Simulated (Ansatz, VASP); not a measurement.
Two plane-wave programs on Hf

The input INCAR:

```
ALGO = Normal ; EDIFF = 1E-7
EDIFFG = -0.001 ; ENCUT = 600
IBRION = 2 ; ISIF = 3
ISMEAR = -1 ; LASPH = True
LCHARG = False ; LREAL = False
LWAVE = False ; NELM = 100
NSW = 80 ; PREC = Accurate
SIGMA = 0.15
```

Contents of KPOINTS:

```
k-points
0
Gamma
  12 12 8
```

Contents of POSCAR:

```
Hf
1.0
    3.1180173880      0.0000000028      0.0000000000
   -1.5590086964      2.7002822660      0.0000000000
    0.0000000000      0.0000000000      4.9467398315
Hf
2
Direct
    0.3333333333      0.6666666667      0.2500000000
    0.6666666667      0.3333333333      0.7500000000
```

Input for Ansatz:

```yaml
crystal:
  lattice:
    - [3.118017388, 2.8e-09, 0.0]
    - [-1.5590086964, 2.700282266, 0.0]
    - [0.0, 0.0, 4.9467398315]
  atoms:
    - { symbol: Hf, position: [0.3333333333, 0.6666666667, 0.25] }
    - { symbol: Hf, position: [0.6666666667, 0.3333333333, 0.75] }
basis:
  ecutwfc: 600.0
kpoints:
  mp_grid: { grid: [12, 12, 8] }
hamiltonian:
  xc: lda
  pseudopotentials: { kind: paw, azcp: { folder: soft_1 } }
scf:
  occupations: { method: fermi_dirac, width: 0.15 }
output:
  forces: true
  stress: true
  eigenvalues: true
relax:
  adjacent_minimum: "off"
  f_tol: 0.001
  max_steps: 60
  cell: { stress_tol: 0.01 }
```

Alike in both runs: task relaxation of cell and atoms; functional LDA; k mesh 12 × 12 × 8; occupations fermi-dirac, width 0.15 eV; no spin polarisation.

|  | VASP | Ansatz |
| --- | --- | --- |
| version | VASP 6.6.1 | Ansatz 0.2.0 |
| potentials or method | VASP PAW LDA potentials, release 64 (Hf_pv), cutoff 600 eV | scalar-relativistic, plane waves, PAW |
| valence electrons in the cell | 20 | 52 |

Ansatz gave:

- gap on the k mesh at the Fermi level, each at its own relaxed structure (eV): none
- relaxed volume (Å³/atom): 20.85
- relaxed cell length with the largest relative difference (Å): 3.116

Which values does VASP return?

gap on the k mesh at the Fermi level, each at its own relaxed structure (eV): none; relaxed volume (Å³/atom): 20.87; relaxed cell length with the largest relative difference (Å): 3.117.

Ansatz warns that its potentials were made for another functional, while VASP's fit it. LDA's correlation is that of Perdew and Zunger in VASP and of Perdew and Wang (1992) in Ansatz. A gap of «none» marks a metal or a gap that the smearing closes. VASP's potentials hold 20 valence electrons a cell and Ansatz's 52, so a difference there can come from the potentials and not from the codes.

Spin-orbit coupling is off throughout.
